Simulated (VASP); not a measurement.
Crystal: Ir.

```
Ir
1.0
     2.48152    0.00000    0.00000
     0.00000    2.48152    0.00000
     0.00000    0.00000    2.48152
Ir
1
Direct
  0.00000 0.00000 0.00000
```

```yaml
Program: VASP 6.6.1
Task: relaxation of cell and atoms
Functional: PBE
Potentials_or_basis: VASP PAW PBE potentials, release 64 (Ir)
Cutoff: 600 eV
k_mesh: 13 × 13 × 13
Occupations: fermi-dirac, width 0.05 eV
Spin: collinear spin, ferromagnetic start
Starting_moments: "[1.0] μB"
```

At the start: pressure 34.6 GPa; volume 15.28 Å³/atom.

Question: How do energy, volume and symmetry change on relaxing?

Answer: Over 5 steps the energy falls by 168.6 meV/atom and the volume is 17.02 Å³/atom (+11.4 %); space group Pm-3m (No. 221, to 0.05 Å); moment 0.00 μB per cell.

Step by step:
| step | energy change (eV) | largest force (eV/Å) | pressure (GPa) | volume (Å³) |
| --- | --- | --- | --- | --- |
| 1 | 0.0000 | 0.0000 | 34.58 | 15.28 |
| 2 | 0.8704 | 0.0000 | -34.40 | 23.80 |
| 3 | -0.1653 | 0.0000 | -3.68 | 17.29 |
| 4 | -0.1684 | 0.0000 | -0.70 | 17.07 |
| 5 | -0.1686 | 0.0000 | 0.04 | 17.02 |

Final structure:
```
Ir
1.0
     2.57225    0.00000    0.00000
     0.00000    2.57225    0.00000
     0.00000    0.00000    2.57225
Ir
1
Direct
  0.00000 0.00000 0.00000
```
